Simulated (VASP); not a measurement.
A run of VASP 6.6.1 is set up as follows.

INCAR

```
PREC = Accurate
ENCUT = 520
EDIFF = 1E-7
ISMEAR = -1
SIGMA = 0.05
LREAL = F
LASPH = T
NELM = 100
ALGO = Normal
ISIF = 2
LWAVE = F
LCHARG = F
GGA = PS
NBANDS = 16
```

File KPOINTS:

```
Automatic mesh
0
Gamma
  11 11 11
```

Contents of POSCAR:

```
GaSb
1.0
    0.0000000000      2.9281770458      2.9281770458
    2.9281770458      0.0000000000      2.9281770458
    2.9281770458      2.9281770458      0.0000000000
Ga Sb
1 1
Direct
    0.0000000000      0.0000000000      0.0000000000
    0.2500000000      0.2500000000      0.2500000000
```

Potentials or basis: VASP PAW PBE potentials, release 64 (Ga_d, Sb).

The run is started by

```sh
$ cat potpaw_PBE.64/Ga_d/POTCAR potpaw_PBE.64/Sb/POTCAR > POTCAR
$ mpirun -np 1 vasp_std > vasp.out
```

Problem. Estimate the band gap on the k mesh.

Solution. 0.61 eV (least direct gap 0.97 eV).

Problem. Predict the pressure.

Solution. 9.1 GPa.

Caveat: the cell stands under pressure; the PAW data sets were made with another functional, which shifts forces and pressure a little; spin-orbit coupling is left out, which moves the levels of the heavy elements; an odd mesh through Γ misses points on the zone boundary, where band edges can lie.
